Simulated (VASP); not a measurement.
A run of VASP 6.6.1 is set up as follows.

File INCAR:

```
SYSTEM = CoBr3
ALGO = Normal
EDIFF = 1E-6
ENCUT = 520
GGA = CA
ISIF = 2
ISMEAR = 0
ISPIN = 2
LASPH = .TRUE.
LCHARG = .TRUE.
LDAU = .TRUE.
LDAUJ = 0 0
LDAUL = 2 -1
LDAUPRINT = 1
LDAUTYPE = 2
LDAUU = 3.3 0
LELF = .TRUE.
LMAXMIX = 4
LORBIT = 11
LREAL = .FALSE.
LVHAR = .TRUE.
LWAVE = .FALSE.
MAGMOM = 4 0 0 0
NBANDS = 27
NELM = 150
PREC = Accurate
SIGMA = 0.05
```

The input KPOINTS:

```
k-points
0
G
  6 6 6
  0 0 0
```

The input POSCAR:

```
CoBr3
1.0
    5.1187898058      0.0000000000      0.0000000000
    0.0000000000      5.1187898058      0.0000000000
    0.0000000000      0.0000000000      5.1187898058
Co Br
1 3
Direct
    0.0000000000      0.0000000000      0.0000000000
    0.5000000000      0.0000000000      0.0000000000
    0.0000000000      0.0000000000      0.5000000000
    0.0000000000      0.5000000000      0.0000000000
```

Potentials or basis: VASP PAW LDA potentials, release 64 (Co, Br).

The run is started by

```sh
$ cat potpaw_LDA.64/Co/POTCAR potpaw_LDA.64/Br/POTCAR > POTCAR
$ mpirun -np 1 vasp_std > vasp.out
```

Estimate the pressure.

-4.9 GPa.

Estimate the site moments.

Co +2.15; Br +0.09 μB.

What does it give for the net moment?

2.57 μB per cell.

Eigenvalues of the final occupation matrices:
```
    site  spin  trace               eigenvalues
site 1 d     1   4.67  0.90 0.90 0.96 0.96 0.96
site 1 d     2   2.56  0.15 0.15 0.76 0.76 0.76
```

Caveat: the cell stands under tension. The state reached can hang on the start; a lower one may exist.
